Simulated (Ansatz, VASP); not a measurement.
# Two plane-wave programs on CdAgBr3

```
Cd Ag Br
1.0
     3.68505    2.12757    3.00883
    -3.68505    2.12757    3.00883
     0.00000   -4.25513    3.00883
Cd Ag Br
1 1 3
Direct
  0.47421 0.47421 0.47421
  0.97421 0.97421 0.97421
  0.00000 0.50000 0.00000
  0.50000 0.00000 0.00000
  0.00000 0.00000 0.50000
```

Alike in both runs: task relaxation of cell and atoms; functional PBE; k mesh 4 × 4 × 4; occupations gaussian, width 0.1 eV; no spin polarisation.

|  | VASP | Ansatz |
| --- | --- | --- |
| version | VASP 6.6.1 | Ansatz 0.2.0 |
| potentials or method | VASP PAW PBE potentials, release 64 (Cd, Ag, Br), cutoff 600 eV | scalar-relativistic, plane waves, PAW |
| valence electrons in the cell | 44 | 60 |

VASP gave:

```
gap on the k mesh at the Fermi level, each at its own relaxed structure (eV) : 1.12
relaxed volume (Å³/atom)                                                     : 44.49
relaxed length of the cell vector where the two differ most in proportion (Å)              : 6.064
```

Problem. What did Ansatz give for the same quantities?

Solution. gap on the k mesh at the Fermi level, each at its own relaxed structure (eV): 1.14; relaxed volume (Å³/atom): 44.78; relaxed length of the cell vector where the two differ most in proportion (Å): 6.083.

VASP's potentials hold 44 valence electrons a cell and Ansatz's 60, so a difference there can come from the potentials and not from the codes.

Noted on VASP's run: the volume moved by over 15 % at a fixed basis, so the end points are rough.
